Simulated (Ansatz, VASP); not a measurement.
Hf: VASP beside Ansatz

```xyz
1
Lattice="-1.8288 1.8288 1.8288 1.8288 -1.8288 1.8288 1.8288 1.8288 -1.8288" Properties=species:S:1:pos:R:3 pbc="T T T"
Hf    0.0000    0.0000    0.0000
```

Alike in both runs: task single point; functional PBEsol; k mesh 10 × 10 × 10; occupations fermi-dirac, width 0.05 eV; no spin polarisation.

```csv
,VASP,Ansatz
version,VASP 6.6.1,Ansatz 0.2.0
potentials or method,"VASP PAW PBE potentials, release 64 (Hf_pv)",Ansatz PAW
plane-wave cutoff (eV),520,420
valence electrons in the cell,10,26
```

VASP gave:

| Property | Result |
| --- | --- |
| gap on the k mesh at the Fermi level (eV) | none |
| pressure (GPa) | -12.1 |

Question: Estimate Ansatz's values.

Answer: gap on the k mesh at the Fermi level (eV): none; pressure (GPa): -11.7.

VASP's potentials were made for PBE, not for PBEsol. A gap of «none» marks a metal or a gap that the smearing closes. VASP's potentials hold 10 valence electrons a cell and Ansatz's 26, so a difference there can come from the potentials and not from the codes.

Neither program's run includes spin-orbit coupling.
